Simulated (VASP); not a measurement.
Write the native input for VASP 6.6.1 that does the following.

- Task: single point
- Functional: LDA
- Potentials or basis: VASP PAW LDA potentials, release 64 (Sn_d, O)
- Cutoff: 520 eV
- k mesh: 12 × 12 × 2
- Occupations: gaussian, width 0.05 eV
- Spin: no spin polarisation
- Dipole correction: no
- Further INCAR settings: ALGO = Normal; EDIFF = 1e-06; NBANDS = 35

The structure of SnO2 lies in POSCAR:

```
SnO2
1.0
    3.2687584749     -0.2020638946     -0.3157605077
   -1.8093717034      3.0007015302      0.2253052580
   -1.0373612563      0.2557776321     10.3947084933
Sn O
2 4
Direct
    0.0121416307      0.0157477437      0.4983320539
    0.0014844101      0.0110370958     -0.0016055246
    0.6657384668      0.3331716057      0.4062271379
    0.6719233425      0.3327026050      0.0951094604
    0.3292628460      0.6578577751      0.5976869729
    0.3194493038      0.6494831748      0.9042498995
```

This cell differs from its parent crystal: atoms moved at random and the cell strained at random.

These files were run (other wordings do the same):

INCAR

```
SYSTEM = SnO2
  ALGO = Normal
  EDIFF = 1E-6
  ENCUT = 520
  GGA = CA
  ISIF = 2
  ISMEAR = 0
  LASPH = .TRUE.
  LCHARG = .TRUE.
  LELF = .TRUE.
  LREAL = .FALSE.
  LVHAR = .TRUE.
  LWAVE = .FALSE.
  NBANDS = 35
  NELM = 80
  PREC = Accurate
  SIGMA = 0.05
```

KPOINTS

```
k-points
0
G
  12 12 2
  0 0 0
```

Potentials or basis: VASP PAW LDA potentials, release 64 (Sn_d, O).

Run with:

```bash
$ cat potpaw_LDA.64/Sn_d/POTCAR potpaw_LDA.64/O/POTCAR > POTCAR
$ mpirun -np 1 vasp_std > vasp.out
```

It gave:

| Item | Value |
| --- | --- |
| Pressure | -6.8 GPa |
| Largest force | 2.055 eV/Å |
| Band gap on the k mesh | 0.98 eV (least direct gap 1.38 eV) |

Caveat: the cell differs from its parent crystal (atoms moved at random and the cell strained at random); the cell stands under tension; spin-orbit coupling is left out, which moves the levels of the heavy elements; forces of over 1 eV/Å act on the atoms, so gaps and moduli don't describe the material at rest.

It took 3.4 min on 1 thread of Intel(R) Xeon(R) 6975P-C (Granite Rapids), on a shared host, peak memory 0.47 GiB.
